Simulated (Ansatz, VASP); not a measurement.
Two plane-wave programs on CdF2

```
CELL_PARAMETERS angstrom
0.00000 2.64883 2.64883
2.64883 0.00000 2.64883
2.64883 2.64883 0.00000
ATOMIC_POSITIONS crystal
Cd 0.01226 0.01226 0.01226
F 0.25000 0.25000 0.25000
F 0.75000 0.75000 0.75000
```

Change from the starting cell: all Cd atoms moved +0.113 Å, as atom 1 along Cartesian [1 1 1].

Alike in both runs: task single point; functional LDA; k mesh 8 × 8 × 8; occupations gaussian, width 0.05 eV; no spin polarisation.

|  | VASP | Ansatz |
| --- | --- | --- |
| version | VASP 6.6.1 | Ansatz 0.2.0 |
| potentials or method | VASP PAW LDA potentials, release 64 (Cd, F), cutoff 520 eV | scalar-relativistic, plane waves, PAW |
| valence electrons in the cell | 26 | 34 |

|  | VASP | Ansatz | Ansatz less VASP |
| --- | --- | --- | --- |
| gap on the k mesh at the Fermi level (eV) | 2.99 | 3.01 | +0.019 |
| least direct gap on the mesh (eV) | 3.39 | 3.41 | +0.013 |
| pressure (GPa) | 2.1 | 0.8 | -1.25 |
| traceless stress, the component that is largest in VASP (GPa) | 0.59 | 0.54 | -0.050 |
| rms of the force components (eV/Å) | 0.328 | 0.292 | -0.0358 |

LDA's correlation is that of Perdew and Zunger in VASP and of Perdew and Wang (1992) in Ansatz. Atom by atom the forces differ by 0.036 eV/Å (rms over components). VASP's potentials hold 26 valence electrons a cell and Ansatz's 34, so a difference there can come from the potentials and not from the codes.
